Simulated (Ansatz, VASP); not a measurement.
One calculation of Cs, two programs

```xyz
1
Lattice="0.0000 3.5873 3.5873 3.5873 0.0000 3.5873 3.5873 3.5873 0.0000" Properties=species:S:1:pos:R:3 pbc="T T T"
Cs    0.0000    0.0000    0.0000
```

Alike in both runs: task single point; functional LDA; k mesh 9 × 9 × 9; occupations fermi-dirac, width 0.1 eV; no spin polarisation.

|  | VASP | Ansatz |
| --- | --- | --- |
| version | VASP 6.6.1 | Ansatz 0.2.0 |
| potentials or method | VASP PAW LDA potentials, release 64 (Cs_sv), cutoff 520 eV | plane waves (420 eV) with PAW, scalar-relativistic |
| valence electrons in the cell | 9 | 9 |

|  | VASP | Ansatz | Ansatz less VASP |
| --- | --- | --- | --- |
| pressure (GPa) | 0.1 | 0.1 | +0.01 |

Ansatz warns that its potentials were made for another functional, while VASP's fit it. LDA's correlation is that of Perdew and Zunger in VASP and of Perdew and Wang (1992) in Ansatz.

Spin-orbit coupling is off throughout.
